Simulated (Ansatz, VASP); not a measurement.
One calculation of Hg, two programs

File INCAR:

```
  PREC = Accurate
  ENCUT = 520
  EDIFF = 1E-6
  ISMEAR = -1
  SIGMA = 0.1
  LREAL = False
  LASPH = True
  NELM = 100
  ALGO = Normal
  ISIF = 2
  LWAVE = False
  LCHARG = False
  GGA = PS
  NBANDS = 25
```

Contents of KPOINTS:

```
Automatic mesh
0
Gamma
  8 8 12
```

The input POSCAR:

```
Hg
1.0
    5.4585159631      0.0000000000      0.0000000000
   -2.7292579815      4.7272134911      0.0000000000
    0.0000000000      0.0000000000      3.1391359481
Hg
3
Direct
    1.0000000000      1.0000000000      0.0000000000
    0.3333333333      0.6666666667      0.5000000000
    0.6666666667      0.3333333333      0.5000000000
```

Input for Ansatz:

```yaml
crystal:
  lattice:
    - [5.4585159631, 0.0, 0.0]
    - [-2.7292579815, 4.7272134911, 0.0]
    - [0.0, 0.0, 3.1391359481]
  atoms:
    - { symbol: Hg, position: [1.0, 1.0, 0.0] }
    - { symbol: Hg, position: [0.3333333333, 0.6666666667, 0.5] }
    - { symbol: Hg, position: [0.6666666667, 0.3333333333, 0.5] }
hamiltonian:
  xc: pbesol
  pseudopotentials:
    kind: paw
    azcp:
      Hg: "pseudopotentials/Hg.paw.azcp"
basis:
  ecutwfc: 420
  fft_grid_basis: typed
kpoints:
  mp_grid: { grid: [8, 8, 12], shift: [0, 0, 0] }
magnetization:
  spin_polarized: false
scf:
  occupations: { method: fermi_dirac, width: 0.1 }
  lower_state_search: "off"
output:
  stress: true
  write_density: true
  write_potential: true
  elf: true
  volumetric_format: npy
```

Alike in both runs: task single point; functional PBEsol; k mesh 8 × 8 × 12; occupations fermi-dirac, width 0.1 eV; no spin polarisation.

|  | VASP | Ansatz |
| --- | --- | --- |
| version | VASP 6.6.1 | Ansatz 0.2.0 |
| potentials or method | VASP PAW PBE potentials, release 64 (Hg), cutoff 520 eV | plane waves (420 eV) with PAW, scalar-relativistic |
| valence electrons in the cell | 36 | 60 |

```tsv
	VASP	Ansatz	Ansatz less VASP
pressure (GPa)	-2.4	-2.5	-0.17
traceless stress, the component that is largest in VASP (GPa)	0.27	0.21	-0.054
```

VASP's potentials were made for PBE, not for PBEsol, and Ansatz warns of the same on its side. The functional is the same, so the differences come from potentials, cutoffs and numerics. VASP's potentials hold 36 valence electrons a cell and Ansatz's 60, so a difference there can come from the potentials and not from the codes.

Spin-orbit coupling is off throughout.
